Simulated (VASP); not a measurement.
# AlSi16 (a cell with a defect) in VASP: further runs

Runs on AlSi16 (a cell with a defect). Level: PBE. Tasks: single point.

All numbers are computed with VASP 6.6.1; they aren't measurements. Logs are shortened: lines on timing, memory, paths and dates and some standing lists are left out, and cuts for length are marked.

## 1. The cell of the first run

The cell holds a defect, 17 atoms: a = 7.679 Å, b = 7.679 Å, c = 7.679 Å, α = 60.00°, β = 60.00°, γ = 60.00°.

## 2. Single point, PBE, collinear spin, zero start

Contents of INCAR:

```
SYSTEM = AlSi16
PREC     = Accurate       ! precision mode
ENCUT    = 520            ! plane-wave cutoff, eV
EDIFF    = 1E-7           ! SCF threshold, eV
ISMEAR   = 0              ! smearing method
SIGMA    = 0.05           ! smearing width, eV
LREAL    = Auto         
LASPH    = .TRUE.         ! aspherical terms in the spheres
NELM     = 150            ! most SCF steps
ALGO     = Normal         ! electronic algorithm
ISIF     = 2              ! what is computed and relaxed
LWAVE    = .FALSE.        ! write WAVECAR
LCHARG   = .FALSE.        ! write CHGCAR
ISPIN    = 2              ! spin polarisation
MAGMOM   = 0 0 0 0 0 0 0 0 0 0 0 0 0 0 0 0 0 ! initial moments
LORBIT   = 11             ! projections on sites
GGA      = PE             ! functional
NBANDS   = 52             ! bands
```

Contents of KPOINTS:

```
regular mesh
0
G
  2 2 2
  0 0 0
```

Contents of POSCAR:

```
AlSi16
1.0
    0.0000000000      5.4300000000      5.4300000000
    5.4300000000      0.0000000000      5.4300000000
    5.4300000000      5.4300000000      0.0000000000
Si Al
16 1
Direct
   -0.0207308471      0.0071098527      0.0069621547
    0.1218001842      0.1227913444      0.1226447514
    0.0070834254     -0.0220911602      0.5076580110
    0.1218263352      0.1227801105      0.6330651934
    0.0070793738      0.5078049724     -0.0222362799
    0.1218228361      0.6332125230      0.1226349908
    0.0071116022      0.5077996317      0.5076550645
    0.1513977901      0.6164082873      0.6162635359
    0.4963866483      0.0011008287      0.0009625230
    0.6082913444      0.1307664825      0.1306263352
    0.4964165746      0.0010926335      0.5018585635
    0.6282457643      0.1191277164      0.6264785451
    0.4964128913      0.5019987109      0.0009552486
    0.6282414365      0.6266167587      0.1189928177
    0.5145591160      0.4953541436      0.4952195212
    0.6282757827      0.6266107735      0.6264735727
    0.9068599448      0.3645868324      0.3644411602
```

Potentials or basis: VASP PAW PBE potentials, release 64 (Si, Al).

Run with:

```console
$ cat potpaw_PBE.64/Si/POTCAR potpaw_PBE.64/Al/POTCAR > POTCAR
$ mpirun -np 1 vasp_std > vasp.out
```

OUTCAR:

```text
SYSTEM = AlSi16
   PREC = Accurate
   ENCUT = 520
   EDIFF = 1E-7
   ISMEAR = 0
   LREAL = Auto
   LASPH = .TRUE.
   NELM = 150
   ISIF = 2
   ISPIN = 2
   LORBIT = 11
   GGA = PE

 ion  position               nearest neighbor table
   1  0.979  0.007  0.007-  10 2.33   2 2.35   4 2.35   6 2.35
   2  0.122  0.123  0.123-   1 2.35   9 2.35   3 2.42   5 2.42  17 2.63
   3  0.007  0.978  0.508-   8 2.27  12 2.38   2 2.42   4 2.42  17 2.43
   4  0.122  0.123  0.633-   1 2.35  11 2.35   7 2.42   3 2.42  17 2.63
   5  0.007  0.508  0.978-   8 2.27  14 2.38   2 2.42   6 2.42  17 2.43
   6  0.122  0.633  0.123-   1 2.35  13 2.35   7 2.42   5 2.42  17 2.63
   7  0.007  0.508  0.508-   8 2.27  16 2.38   4 2.42   6 2.42  17 2.43
   8  0.151  0.616  0.616-   5 2.27   3 2.27   7 2.27  15 2.28
   9  0.496  0.001  0.001-  10 2.33  14 2.35  12 2.35   2 2.35
  10  0.608  0.131  0.131-   1 2.33  13 2.33  11 2.33   9 2.33
  11  0.496  0.001  0.502-  10 2.33  16 2.35  12 2.35   4 2.35
  12  0.628  0.119  0.626-  11 2.35   9 2.35  15 2.36   3 2.38  17 2.85
  13  0.496  0.502  0.001-  10 2.33  16 2.35  14 2.35   6 2.35
  14  0.628  0.627  0.119-  13 2.35   9 2.35  15 2.36   5 2.38  17 2.85
  15  0.515  0.495  0.495-   8 2.28  16 2.36  12 2.36  14 2.36  17 2.46
  16  0.628  0.627  0.626-  13 2.35  11 2.35  15 2.36   7 2.38  17 2.85
  17  0.907  0.365  0.364-   7 2.43   5 2.43   3 2.43  15 2.46   6 2.63   4 2.63   2 2.63  16 2.85
                            14 2.85  12 2.85

  LATTYP: Found a face centered cubic cell.
 ALAT       =    10.8600000000

  Lattice vectors:

 A1 = (   0.0000000000,   5.4300000000,   5.4300000000)
 A2 = (   5.4300000000,   0.0000000000,   5.4300000000)
 A3 = (   5.4300000000,   5.4300000000,   0.0000000000)

Analysis of symmetry for initial positions (statically):
=====================================================================
 Subroutine PRICEL returns:
 Original cell was already a primitive cell.

 Routine SETGRP: Setting up the symmetry group for a
 face centered cubic supercell.

 Subroutine GETGRP returns: Found  1 space group operations
 (whereof  1 operations were pure point group operations)
 out of a pool of 48 trial point group operations.

The static configuration has the point symmetry C_1 .

Analysis of symmetry for dynamics (positions and initial velocities):
=====================================================================
 Subroutine PRICEL returns:
 Original cell was already a primitive cell.

 Routine SETGRP: Setting up the symmetry group for a
 face centered cubic supercell.

 Subroutine GETGRP returns: Found  1 space group operations
[... 176 lines left out ...]
  ---------------------------------------------------
  free energy    TOTEN  =       -86.64055938 eV

  energy without entropy =      -86.63350687  energy(sigma->0) =      -86.63703312

 E-fermi :   6.9086     XC(G=0):  -9.6599

 val. band max:        6.9085179152   @ k =   0.0000   0.0000   0.0000
 cond. band min:       6.9086383271   @ k =   0.0000   0.0000   0.0000
 fundamental gap:      0.0001204119
 Fermi energy:         6.9085779286

 spin component 1

 k-point     1 :       0.0000    0.0000    0.0000
  band No.  band energies     occupation
      1      -5.9949      1.00000
      2      -3.5535      1.00000
      3      -3.5278      1.00000
      4      -3.5277      1.00000
      5      -3.5187      1.00000
      6      -2.3716      1.00000
[... 373 lines left out ...]
     44      10.3288      0.00000
     45      10.3817      0.00000
 Fermi energy:         6.9085779286

 spin component 2

 k-point     1 :       0.0000    0.0000    0.0000
  band No.  band energies     occupation
      1      -5.9949      1.00000
      2      -3.5535      1.00000
      3      -3.5278      1.00000
      4      -3.5277      1.00000
      5      -3.5187      1.00000
      6      -2.3716      1.00000
[... 373 lines left out ...]
     44      10.3288      0.00000
     45      10.3817      0.00000
 [bands above 45 left out]

------------------------ aborting loop because EDIFF is reached ----------------------------------------

  FORCE on cell =-STRESS in cart. coord.  units (eV):
  Direction    XX          YY          ZZ          XY          YZ          ZX
  --------------------------------------------------------------------------------------
  -------------------------------------------------------------------------------------
  Total       10.6727481     10.6755010     10.6735163     -0.0074617      0.0069595     -0.0100827
  in kB       53.4019797     53.4157540     53.4058233     -0.0373352      0.0348227     -0.0504498
  external PRESSURE =      53.4078523 kB  Pullay stress =       0.0000000 kB

 VOLUME and BASIS-vectors are now :
 -----------------------------------------------------------------------------
  energy-cutoff  :      520.00
  volume of cell :      320.21
      direct lattice vectors                 reciprocal lattice vectors
     0.000000000  5.430000000  5.430000000    -0.092081031  0.092081031  0.092081031
     5.430000000  0.000000000  5.430000000     0.092081031 -0.092081031  0.092081031
     5.430000000  5.430000000  0.000000000     0.092081031  0.092081031 -0.092081031

 POSITION                                       TOTAL-FORCE (eV/Angst)
 -----------------------------------------------------------------------------------
      0.07641      5.35524      5.35604        -0.050184      0.050021      0.049324
      1.33272      1.32734      1.32813         0.008605      0.027441      0.027287
      8.06663      2.79505      5.34851         0.011080     -0.010565      0.046925
      4.10424      4.09906      1.32821        -0.027993     -0.008286      0.026642
      8.06664      5.34770      2.79582         0.010848      0.046987     -0.010154
      4.10425      1.32741      4.09984        -0.027882      0.026949     -0.008553
[... 9 lines left out ...]
      6.80425      6.81329      6.81403        -0.014103      0.001017      0.001157
      3.95862      6.90317      6.90396         0.109083     -0.107926     -0.107838
 -----------------------------------------------------------------------------------
    total drift:                               -0.002559      0.004503      0.004407

  FREE ENERGIE OF THE ION-ELECTRON SYSTEM (eV)
  ---------------------------------------------------
  free  energy   TOTEN  =       -86.6405593778 eV

  energy  without entropy=      -86.6335068717  energy(sigma->0) =      -86.63703312

 total charge

# of ion       s       p       d       tot
------------------------------------------
    1        0.747   0.948   0.000   1.695
    2        0.744   0.926   0.000   1.670
    3        0.761   0.940   0.000   1.701
    4        0.744   0.926   0.000   1.670
    5        0.761   0.940   0.000   1.701
    6        0.744   0.926   0.000   1.670
[... 9 lines left out ...]
   16        0.743   0.933   0.000   1.676
   17        0.506   0.339   0.000   0.845
--------------------------------------------------
tot         12.484  15.455   0.000  27.939

 magnetization (x)

# of ion       s       p       d       tot
------------------------------------------
    1       -0.000   0.000   0.000   0.000
    2        0.000  -0.000   0.000   0.000
    3        0.000   0.000   0.000   0.000
    4        0.000  -0.000   0.000   0.000
    5        0.000   0.000   0.000   0.000
    6        0.000  -0.000   0.000   0.000
[... 9 lines left out ...]
   16        0.000  -0.000   0.000   0.000
   17       -0.000   0.000   0.000  -0.000
--------------------------------------------------
tot          0.000   0.000   0.000   0.000
```

OSZICAR:

```text
N       E                     dE             d eps       ncg     rms          rms(c)
DAV:   1     0.151916691569E+03    0.15192E+03   -0.25233E+04  1664   0.106E+03
DAV:   2    -0.746128579388E+02   -0.22653E+03   -0.21183E+03  2020   0.160E+02
DAV:   3    -0.880511155788E+02   -0.13438E+02   -0.13146E+02  2192   0.343E+01
DAV:   4    -0.883148864207E+02   -0.26377E+00   -0.26286E+00  2080   0.593E+00
DAV:   5    -0.883211491195E+02   -0.62627E-02   -0.62581E-02  2104   0.879E-01    0.144E+01
DAV:   6    -0.871107485025E+02    0.12104E+01   -0.82740E-01  2000   0.271E+00    0.876E+00
DAV:   7    -0.866303217812E+02    0.48043E+00   -0.12221E+00  2008   0.309E+00    0.997E-01
DAV:   8    -0.866379103828E+02   -0.75886E-02   -0.71533E-02  1960   0.888E-01    0.495E-01
DAV:   9    -0.866392530710E+02   -0.13427E-02   -0.72395E-03  1984   0.265E-01    0.240E-01
DAV:  10    -0.866402125472E+02   -0.95948E-03   -0.10672E-03  1944   0.109E-01    0.101E-01
DAV:  11    -0.866405337920E+02   -0.32124E-03   -0.35926E-04  1968   0.659E-02    0.411E-02
DAV:  12    -0.866405521086E+02   -0.18317E-04   -0.18922E-05  2168   0.150E-02    0.198E-02
DAV:  13    -0.866405585091E+02   -0.64006E-05   -0.77874E-06  1984   0.917E-03    0.567E-03
DAV:  14    -0.866405589431E+02   -0.43394E-06   -0.83352E-07  2000   0.306E-03    0.203E-03
DAV:  15    -0.866405592921E+02   -0.34903E-06   -0.14956E-07  1408   0.143E-03    0.813E-04
DAV:  16    -0.866405593778E+02   -0.85745E-07   -0.35903E-08  1120   0.713E-04
   1 F= -.86640559E+02 E0= -.86637033E+02  d E =-.705251E-02  mag=     0.0000
```

It took 4.4 min on 1 thread of Intel Xeon 6975P-C (Granite Rapids), shared host; peak memory 0.71 GiB.

What came out:

| Quantity | Value |
| --- | --- |
| Free energy | -86.6406 eV |
| Pressure | 5.3 GPa |
| Largest force | 0.188 eV/Å |
| Net moment | 0.00 μB per cell |
| Valence electrons inside the program's atomic spheres | Si 1.70, 1.67, 1.75, 1.71, 1.68; Al 0.84 |

Forces on the atoms (eV/Å):
```
Si  -0.050  0.050  0.049
Si   0.009  0.027  0.027
Si   0.011 -0.011  0.047
Si  -0.028 -0.008  0.027
Si   0.011  0.047 -0.010
Si  -0.028  0.027 -0.009
Si  -0.047 -0.010 -0.009
Si   0.050 -0.051 -0.050
Si   0.000  0.026  0.025
Si  -0.044  0.045  0.045
Si  -0.026 -0.001  0.025
Si  -0.002  0.001  0.014
Si  -0.026  0.025 -0.001
Si  -0.002  0.014  0.001
Si   0.075 -0.075 -0.075
Si  -0.014  0.001  0.001
Al   0.109 -0.108 -0.108
```

Caveat: the k points lie up to 0.50 Å⁻¹ apart.

## 3. Single point, PBE, collinear spin, zero start

Contents of INCAR:

```
SYSTEM = AlSi16
PREC = Accurate ; ENCUT = 520
EDIFF = 1E-6 ; ISMEAR = 0
SIGMA = 0.05 ; LREAL = Auto
LASPH = .TRUE. ; NELM = 150
ALGO = Normal ; ISIF = 2
LWAVE = .FALSE. ; LCHARG = .FALSE.
ISPIN = 2 ; MAGMOM = 0 0 0 0 0 0 0 0 0 0 0 0 0 0 0 0 0
LORBIT = 11 ; GGA = PE
NBANDS = 52
```

Contents of KPOINTS:

```
Automatic mesh
0
G
  2 2 2
  0 0 0
```

Contents of POSCAR:

```
AlSi16
1.0
    0.0000000000      5.4300000000      5.4300000000
    5.4300000000      0.0000000000      5.4300000000
    5.4300000000      5.4300000000      0.0000000000
Si Al
16 1
Direct
   -0.0354165746      0.0119679558      0.0118222836
    0.1192584715      0.1203328729      0.1201905157
    0.0073758748     -0.0292427256      0.5110372007
    0.1192904236      0.1203215470      0.6404160221
    0.0073724678      0.5111802026     -0.0293837017
    0.1192857274      0.6405612339      0.1201802026
    0.0074073665      0.5111755064      0.5110340700
    0.1704246777      0.6100320442      0.6098907919
    0.4928870166      0.0004192449      0.0002853591
    0.5936337937      0.1356153775      0.1354789134
    0.4929232044      0.0004095764      0.5066114180
    0.6306337017      0.1161182320      0.6267395948
    0.4929181400      0.5067481584      0.0002768877
    0.6306302026      0.6268731123      0.1159871087
    0.5391421731      0.4871220994      0.4869907919
    0.6306676796      0.6268639963      0.6267315838
    0.9485616943      0.3506502762      0.3505079190
```

Potentials or basis: VASP PAW PBE potentials, release 64 (Si, Al).

Run with:

```console
$ cat potpaw_PBE.64/Si/POTCAR potpaw_PBE.64/Al/POTCAR > POTCAR
$ mpirun -np 1 vasp_std > vasp.out
```

OUTCAR:

```text
SYSTEM = AlSi16
   PREC = Accurate
   ENCUT = 520
   EDIFF = 1E-6
   ISMEAR = 0
   LREAL = Auto
   LASPH = .TRUE.
   NELM = 150
   ISIF = 2
   ISPIN = 2
   LORBIT = 11
   GGA = PE

 ion  position               nearest neighbor table
   1  0.965  0.012  0.012-  10 2.33   2 2.34   4 2.34   6 2.34
   2  0.119  0.120  0.120-   1 2.34   9 2.34   3 2.45   5 2.45  17 2.54
   3  0.007  0.971  0.511-   8 2.28  12 2.37  17 2.42   2 2.45   4 2.45
   4  0.119  0.120  0.640-   1 2.34  11 2.34   7 2.45   3 2.45  17 2.54
   5  0.007  0.511  0.971-   8 2.28  14 2.37  17 2.42   2 2.45   6 2.45
   6  0.119  0.641  0.120-   1 2.34  13 2.34   7 2.45   5 2.45  17 2.54
   7  0.007  0.511  0.511-   8 2.28  16 2.37  17 2.42   4 2.45   6 2.45
   8  0.170  0.610  0.610-   3 2.28   5 2.28   7 2.28  15 2.31
   9  0.493  0.000  0.000-  10 2.33   2 2.34  12 2.34  14 2.34
  10  0.594  0.136  0.135-   1 2.33  13 2.33  11 2.33   9 2.33
  11  0.493  0.000  0.507-  10 2.33   4 2.34  16 2.34  12 2.34
  12  0.631  0.116  0.627-  15 2.34   9 2.34  11 2.34   3 2.37  17 3.02
  13  0.493  0.507  0.000-  10 2.33   6 2.34  16 2.34  14 2.34
  14  0.631  0.627  0.116-  15 2.34  13 2.34   9 2.34   5 2.37  17 3.02
  15  0.539  0.487  0.487-   8 2.31  12 2.34  14 2.34  16 2.34  17 2.57
  16  0.631  0.627  0.627-  15 2.34  13 2.34  11 2.34   7 2.37  17 3.02
  17  0.949  0.351  0.351-   7 2.42   5 2.42   3 2.42   6 2.54   4 2.54   2 2.54  15 2.57  16 3.02
                            14 3.02  12 3.02

[... 1008 lines left out ...]
      direct lattice vectors                 reciprocal lattice vectors
     0.000000000  5.430000000  5.430000000    -0.092081031  0.092081031  0.092081031
     5.430000000  0.000000000  5.430000000     0.092081031 -0.092081031  0.092081031
     5.430000000  5.430000000  0.000000000     0.092081031  0.092081031 -0.092081031

 POSITION                                       TOTAL-FORCE (eV/Angst)
 -----------------------------------------------------------------------------------
      0.12918      5.30188      5.30267        -0.074749      0.075417      0.075248
      1.30604      1.30021      1.30098         0.054614      0.050888      0.050945
      8.04614      2.81498      5.31126        -0.029557      0.030403      0.047091
      4.13081      4.12521      1.30109        -0.051171     -0.055471      0.051142
      8.04615      5.31048      2.81574        -0.029970      0.047772      0.030160
      4.13083      1.30030      4.12597        -0.051793      0.051098     -0.056088
[... 9 lines left out ...]
      6.80702      6.82768      6.82840        -0.018166      0.024418      0.024526
      3.80729      7.05395      7.05472         0.381743     -0.381586     -0.381167
 -----------------------------------------------------------------------------------
    total drift:                                0.007332     -0.006116     -0.005357

  FREE ENERGIE OF THE ION-ELECTRON SYSTEM (eV)
  ---------------------------------------------------
  free  energy   TOTEN  =       -86.4700456461 eV

  energy  without entropy=      -86.4629700908  energy(sigma->0) =      -86.46650787

 total charge

# of ion       s       p       d       tot
------------------------------------------
    1        0.748   0.948   0.000   1.696
    2        0.748   0.923   0.000   1.671
    3        0.763   0.929   0.000   1.692
    4        0.748   0.923   0.000   1.671
    5        0.763   0.929   0.000   1.692
    6        0.748   0.923   0.000   1.671
[... 9 lines left out ...]
   16        0.745   0.938   0.000   1.683
   17        0.498   0.355   0.000   0.852
--------------------------------------------------
tot         12.494  15.430   0.000  27.924

 magnetization (x)

# of ion       s       p       d       tot
------------------------------------------
    1        0.000   0.000   0.000   0.000
    2       -0.000  -0.000   0.000  -0.000
    3       -0.000  -0.000   0.000  -0.000
    4       -0.000  -0.000   0.000  -0.000
    5       -0.000  -0.000   0.000  -0.000
    6        0.000  -0.000   0.000  -0.000
[... 9 lines left out ...]
   16        0.000   0.000   0.000   0.000
   17        0.000   0.000   0.000   0.000
--------------------------------------------------
tot          0.000  -0.000   0.000   0.000
```

stdout:

```text
POSCAR found type information on POSCAR SiAl
 POSCAR found :  2 types and      17 ions
 scaLAPACK will be used
 LDA part: xc-table for (Slater+PW92), standard interpolation
 POSCAR, INCAR and KPOINTS ok, starting setup
 FFT: planning ... GRIDC
 FFT: planning ... GRID_SOFT
 FFT: planning ... GRID
 WAVECAR not read
 entering main loop
```

Wall time 3.8 min (1 thread of Intel Xeon 6975P-C (Granite Rapids), shared host); peak memory 0.7 GiB.

What came out:

| Quantity | Value |
| --- | --- |
| Free energy | -86.4700 eV |
| Pressure | 5.3 GPa |
| Largest force | 0.661 eV/Å |
| Net moment | 0.00 μB per cell |
| Valence electrons inside the program's atomic spheres | Si 1.70, 1.67, 1.69, 1.74, 1.68, 1.71; Al 0.85 |

Forces on the atoms (eV/Å):
```
Si  -0.075  0.075  0.075
Si   0.055  0.051  0.051
Si  -0.030  0.030  0.047
Si  -0.051 -0.055  0.051
Si  -0.030  0.048  0.030
Si  -0.052  0.051 -0.056
Si  -0.048  0.030  0.030
Si  -0.005  0.004  0.004
Si   0.011  0.033  0.033
Si  -0.067  0.066  0.066
Si  -0.033 -0.011  0.033
Si  -0.024  0.024  0.019
Si  -0.033  0.033 -0.011
Si  -0.024  0.018  0.025
Si   0.042 -0.041 -0.040
Si  -0.018  0.024  0.025
Al   0.382 -0.382 -0.381
```

Caveat: the k points lie up to 0.50 Å⁻¹ apart.

(Part 1 of 2 ends here.)
